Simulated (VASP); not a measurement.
Crystal: K3AsOs.

```
K As Os
1.0
     4.96341    0.00000    0.00000
     0.00000    4.96341    0.00000
     0.00000    0.00000    5.02561
K As Os
3 1 1
Direct
  0.50000 0.50000 0.97500
  0.00000 0.50000 0.48500
  0.50000 0.00000 0.48500
  0.50000 0.50000 0.51500
  0.00000 0.00000 0.00000
```

| Quantity | Value |
| --- | --- |
| Program | VASP 6.6.1 |
| Task | relaxation of cell and atoms |
| Functional | PBE |
| Potentials or basis | VASP PAW PBE potentials, release 64 (K_sv, As, Os) |
| Cutoff | 600 eV |
| k mesh | 4 × 4 × 4 |
| Occupations | gaussian, width 0.1 eV |
| Spin | no spin polarisation |

At the start: pressure 23.8 GPa; volume 24.76 Å³/atom.

How do energy, volume and symmetry change on relaxing?

Over 56 steps the energy falls by 1069.6 meV/atom and the volume is 51.68 Å³/atom (+108.7 %); space group P4mm (No. 99, to 0.1 Å) before and after.

Step by step:
```
step  energy change (eV)  largest force (eV/Å)  pressure (GPa)  volume (Å³)
   1              0.0000                4.2821           23.82       123.81
   3             -4.9190                1.4159            1.67       213.70
   5             -4.9562                1.5051            0.64       234.52
   7             -5.1517                0.2644           -0.40       253.38
   9             -5.1893                0.0533           -0.08       242.50
  11             -5.1909                0.0419           -0.01       240.34
  13             -5.1910                0.0435            0.01       240.05
  15             -5.1920                0.0440           -0.01       240.64
  17             -5.1937                0.0495            0.02       239.96
  19             -5.1993                0.0700            0.16       236.87
  21             -5.2005                0.1161            0.27       234.61
  23             -5.2009                0.1183            0.27       234.60
  25             -5.2025                0.1248            0.27       234.56
  27             -5.2093                0.1461            0.29       234.41
  29             -5.2329                0.1996            0.37       233.82
  31             -5.2383                0.2037            0.41       233.63
  33             -5.2404                0.2024            0.45       233.48
  35             -5.2612                0.1612            0.38       237.21
  37             -5.2917                0.1759            0.12       242.55
  39             -5.3012                0.1927           -0.12       247.97
  41             -5.3121                0.0815            0.03       245.32
  43             -5.3135                0.0667            0.10       244.03
  45             -5.3228                0.1564           -0.01       249.94
  47             -5.3254                0.2186           -0.11       254.80
  49             -5.3323                0.1847           -0.12       256.76
  51             -5.3431                0.0414           -0.22       265.67
  53             -5.3469                0.0536           -0.05       259.99
  55             -5.3476                0.0400            0.01       258.36
  56             -5.3482                0.0386            0.00       258.40
```

Final structure:
```
K As Os
1.0
     6.29825    0.00000    0.00000
     0.00000    6.29825    0.00000
     0.00000    0.00000    6.51413
K As Os
3 1 1
Direct
  0.50000 0.50000 0.94313
  0.00000 0.50000 0.43377
  0.50000 0.00000 0.43377
  0.50000 0.50000 0.43458
  0.00000 0.00000 0.21476
```

Caveat: the volume moved by over 15 % at a fixed basis, so the end points are rough.
